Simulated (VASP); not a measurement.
# Ag (P6/mmm) in VASP: notebook

Runs on Ag. Level: PBE. Tasks: single point.

All numbers are computed with VASP 6.6.1; they aren't measurements. Logs are shortened: lines on timing, memory, paths and dates and some standing lists are left out, and cuts for length are marked.

## Step 1: The cell of the first run

Symmetry: P6/mmm, No. 191, hexagonal system. The conventional cell has a = 2.360 Å, b = 2.360 Å, c = 2.264 Å, α = 90.00°, β = 90.00°, γ = 120.00°. Within 3.0 Å of Ag (site symmetry 6/mmm) lie 8 Ag at 2.26 to 2.36 Å.

## Step 2: Single point, PBE

The input, INCAR:

```
PREC = Accurate
ENCUT = 520
EDIFF = 1E-7
ISMEAR = -1
SIGMA = 0.1
LREAL = F
LASPH = T
NELM = 80
ALGO = Normal
ISIF = 2
LWAVE = F
LCHARG = T
GGA = PE
LELF = T
LVHAR = T
NBANDS = 12
```

The input, KPOINTS:

```
regular mesh
0
Gamma
  18 18 17
```

The input, POSCAR:

```
Ag
1.0
    2.3603650849      0.0000000000      0.0000000000
   -1.1801825425      2.0441361258      0.0000000000
    0.0000000000      0.0000000000      2.2635563267
Ag
1
Direct
    0.0000000000      0.0000000000      0.0000000000
```

Potentials or basis: VASP PAW PBE potentials, release 64 (Ag).

Run with:

```console
$ cat potpaw_PBE.64/Ag/POTCAR > POTCAR
$ mpirun -np 1 vasp_std > vasp.out
```

OUTCAR:

```text
PREC = Accurate
   ENCUT = 520
   EDIFF = 1E-7
   ISMEAR = -1
   LREAL = F
   LASPH = T
   NELM = 80
   ISIF = 2
   GGA = PE

 ion  position               nearest neighbor table
   1  0.000  0.000  0.000-

  LATTYP: Found a hexagonal cell.
 ALAT       =     2.3603650849
 C/A-ratio  =     0.9589856845

  Lattice vectors:

 A1 = (   2.3603650849,   0.0000000000,   0.0000000000)
 A2 = (  -1.1801825425,   2.0441361258,   0.0000000000)
 A3 = (   0.0000000000,   0.0000000000,   2.2635563267)

Analysis of symmetry for initial positions (statically):
=====================================================================
 Subroutine PRICEL returns:
 Original cell was already a primitive cell.

 Routine SETGRP: Setting up the symmetry group for a
 hexagonal supercell.

 Subroutine GETGRP returns: Found 24 space group operations
 (whereof 24 operations were pure point group operations)
 out of a pool of 24 trial point group operations.

The static configuration has the point symmetry D_6h.

Analysis of symmetry for dynamics (positions and initial velocities):
=====================================================================
 Subroutine PRICEL returns:
 Original cell was already a primitive cell.

 Routine SETGRP: Setting up the symmetry group for a
 hexagonal supercell.

 Subroutine GETGRP returns: Found 24 space group operations
 (whereof 24 operations were pure point group operations)
 out of a pool of 24 trial point group operations.

The dynamic configuration has the point symmetry D_6h.

 Subroutine INISYM returns: Found 24 space group operations
 (whereof 24 operations are pure point group operations),
 and found     1 'primitive' translations

----------------------------------------------------------------------------------------

                                     Primitive cell

  volume of cell :      10.9214

  direct lattice vectors                    reciprocal lattice vectors
     2.360365085  0.000000000  0.000000000     0.423663274  0.244602105  0.000000000
    -1.180182543  2.044136126  0.000000000     0.000000000  0.489204211  0.000000000
     0.000000000  0.000000000  2.263556327     0.000000000  0.000000000  0.441782689

  length of vectors
     2.360365085  2.360365085  2.263556327     0.489204211  0.489204211  0.441782689

  position of ions in fractional coordinates (direct lattice)
     0.000000000  0.000000000  0.000000000

  ion indices of the primitive-cell ions
   primitive index   ion index
[... 73 lines left out ...]
   EDIFF  = 0.1E-06   stopping-criterion for ELM
   LREAL  =      F    real-space projection
   EDIFFG = 0.1E-05   stopping-criterion for IOM
   NSW    =      0    number of steps for IOM
   IBRION =     -1    ionic relax: 0-MD 1-quasi-New 2-CG
   NFREE  =      0    steps in history (QN), initial steepest desc. (CG)
   ISIF   =      2    stress and relaxation
   ISYM   =      2    0-nonsym 1-usesym 2-fastsym
   POTIM  = 0.5000    time-step for ionic-motion
   TEBEG  =    0.0;   TEEND  =   0.0 temperature during run
   PSTRESS=    0.0 pullay stress
   NELECT =      11.0000    total number of electrons
   NUPDOWN=      -1.0000    fix difference up-down
   EMIN   =  10.00;   EMAX   =-10.00  energy-range for DOS
   EFERMI =   0.00;   METHOD = LEGACY
   ISMEAR =    -1;   SIGMA  =   0.10  broadening in eV -4-tet -1-fermi 0-gaus
   EFERMI_NEDOS =   21; number of points for ismear=-14 and -15
   IALGO  =     38    algorithm
   IMIX   =      4    mixing-type and parameters
     AMIX     =   0.40;   BMIX     =  1.00
     AMIX_MAG =   1.60;   BMIX_MAG =  1.00
  volume/ion in A,a.u.               =      10.92        73.70
  Fermi-wavevector in a.u.,A,eV,Ry     =   1.641014  3.101067 36.639497  2.692927
  Thomas-Fermi vector in A             =   2.731556
   LORBIT       =      0    0 simple, 1 ext, 2 COOP (PROOUT), +10 PAW based schemes
   GGA     = PE    functional components
   LHFCALC =     F    Hartree Fock is set to
   AEXX    =    0.0000 exact exchange contribution
   IVDW    =     0    specifies the selected vdW correction
   LEPSILON=     F    determine dielectric tensor
   LRPA    =     F    only Hartree local field effects (RPA)
 non-spin polarized calculation
  energy-cutoff  :      520.00
  volume of cell :       10.92
 maximum number of plane-waves:       315
 NGX is ok and might be reduce to    18
   NGX =  9   NGY =  9   NGZ =  9

 number of electron      10.9999993 magnetization

 Free energy of the ion-electron system (eV)
  ---------------------------------------------------
  ext. energy  EPLUGINS =         0.00000000
  ---------------------------------------------------
  free energy    TOTEN  =         0.60908297 eV

  energy without entropy =        0.61399337  energy(sigma->0) =        0.61153817

 E-fermi :  16.7778     XC(G=0): -15.0132

 val. band max:       16.7534011753   @ k =   0.2222   0.2222   0.1765
 cond. band min:      16.8103973788   @ k =   0.2222   0.0556   0.4118
 fundamental gap:      0.0569962034
 Fermi energy:        16.7778397962

 k-point     1 :       0.0000    0.0000    0.0000
  band No.  band energies     occupation
      1       4.9168      2.00000
      2       5.9606      2.00000
      3       9.2446      2.00000
      4       9.2446      2.00000
      5      13.6230      2.00000
      6      13.6230      2.00000
      7      32.9931      0.00000
      8      33.9514      0.00000
      9      41.9539      0.00000
     10      41.9539      0.00000
     11      43.9956      0.00000
     12      48.2034      0.00000
[... 331 lines left out ...]
 k-point    24 :       0.3889    0.1111    0.0000
  band No.  band energies     occupation
      1       6.1955      2.00000
      2       7.5535      2.00000
      3      10.9849      2.00000
      4      11.8618      2.00000
      5      12.8138      2.00000
      6      16.3888      1.95993
      7      24.0562      0.00000
      8      30.2284      0.00000
      9      37.6201      0.00000
     10      43.2381      0.00000
     11      44.7394      0.00000
     12      47.2095      0.00000

 [... further k-points ...]
[... 5 lines left out ...]
  --------------------------------------------------------------------------------------
  -------------------------------------------------------------------------------------
  Total       14.9028714     14.9028714     14.8295267     -0.0000000      0.0000000     -0.0000000
  in kB     2186.2520812   2186.2520813   2175.4924110     -0.0000001      0.0000000     -0.0000000
  external PRESSURE =    2182.6655245 kB  Pullay stress =       0.0000000 kB

 VOLUME and BASIS-vectors are now :
 -----------------------------------------------------------------------------
  energy-cutoff  :      520.00
  volume of cell :       10.92
      direct lattice vectors                 reciprocal lattice vectors
     2.360365085  0.000000000  0.000000000     0.423663274  0.244602105  0.000000000
    -1.180182543  2.044136126  0.000000000     0.000000000  0.489204211  0.000000000
     0.000000000  0.000000000  2.263556327     0.000000000  0.000000000  0.441782689

 POSITION                                       TOTAL-FORCE (eV/Angst)
 -----------------------------------------------------------------------------------
      0.00000      0.00000      0.00000        -0.000000      0.000000      0.000000
 -----------------------------------------------------------------------------------
    total drift:                                0.000000      0.000000      0.000000

  FREE ENERGIE OF THE ION-ELECTRON SYSTEM (eV)
  ---------------------------------------------------
  free  energy   TOTEN  =         0.6090829659 eV

  energy  without entropy=        0.6139933748  energy(sigma->0) =        0.61153817
```

OSZICAR:

```text
N       E                     dE             d eps       ncg     rms          rms(c)
DAV:   1     0.578263616475E+02    0.57826E+02   -0.57317E+03  8068   0.890E+02
DAV:   2     0.117861313454E+01   -0.56648E+02   -0.53996E+02  9496   0.220E+02
DAV:   3     0.309222776926E+00   -0.86939E+00   -0.86901E+00  9548   0.266E+01
DAV:   4     0.307079910975E+00   -0.21429E-02   -0.21428E-02  9396   0.142E+00
DAV:   5     0.307070159259E+00   -0.97517E-05   -0.97505E-05  9716   0.826E-02    0.219E+01
DAV:   6     0.534198192989E+00    0.22713E+00   -0.31558E-01  9684   0.555E+00    0.128E+01
DAV:   7     0.604777442975E+00    0.70579E-01   -0.90791E-02 10448   0.287E+00    0.220E+00
DAV:   8     0.609113664431E+00    0.43362E-02   -0.91104E-03  8580   0.104E+00    0.122E-01
DAV:   9     0.609089797250E+00   -0.23867E-04   -0.38713E-05  9716   0.598E-02    0.152E-02
DAV:  10     0.609083040056E+00   -0.67572E-05   -0.37743E-06  9784   0.136E-02    0.401E-03
DAV:  11     0.609082857178E+00   -0.18288E-06   -0.60231E-08  9436   0.211E-03    0.145E-03
DAV:  12     0.609082971686E+00    0.11451E-06   -0.69208E-09  5872   0.800E-04    0.206E-04
DAV:  13     0.609082965864E+00   -0.58217E-08   -0.66960E-10  4920   0.253E-04
   1 F= 0.60908297E+00 E0= 0.61153817E+00  d E =-.491041E-02
```

Wall time 22 s (1 thread of Intel Xeon 6975P-C (Granite Rapids), shared host); peak memory 0.15 GiB.

What came out:

* Free energy: 0.6091 eV
* Pressure: 218.3 GPa

Stress tensor (GPa, compression positive):
```
218.63   0.00   0.00
  0.00 218.63   0.00
  0.00   0.00 217.55
```

[end of part 1 of 2]
